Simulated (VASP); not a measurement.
A run of VASP 6.6.1 is set up as follows.

Contents of INCAR:

```
PREC = Accurate ; ENCUT = 500
EDIFF = 1E-8 ; ISMEAR = 0
SIGMA = 0.01 ; LREAL = False
LASPH = True ; NELM = 120
ALGO = Normal ; ISIF = 3
LWAVE = False ; LCHARG = False
GGA = PS ; IBRION = 6
NFREE = 2 ; POTIM = 0.015
NSW = 1 ; GGA_COMPAT = False
```

File KPOINTS:

```
regular mesh
0
Gamma
  6 6 6
```

File POSCAR:

```
RbCl
1.0
    0.0000000000      3.2143142716      3.2143142716
    3.2143142716      0.0000000000      3.2143142716
    3.2143142716      3.2143142716      0.0000000000
Rb Cl
1 1
Direct
    0.0000000000      0.0000000000      0.0000000000
    0.5000000000      0.5000000000      0.5000000000
```

Potentials or basis: VASP PAW PBE potentials, release 64 (Rb_sv, Cl).

The run is started by

```sh
$ cat potpaw_PBE.64/Rb_sv/POTCAR potpaw_PBE.64/Cl/POTCAR > POTCAR
$ mpirun -np 1 vasp_std > vasp.out
```

(1) What does it give for the elastic constants C11, C12, C44?

(2) Predict the Voigt bulk modulus.

(3) Predict the highest phonon frequency at Γ, LO-TO splitting left out.

Answers

(1) 52, 6, 5 GPa.

(2) 21 GPa.

(3) 130 cm⁻¹.

Caveat: the cell is under stress, which shifts elastic constants; the PAW data sets were made with another functional, which shifts forces and pressure a little.
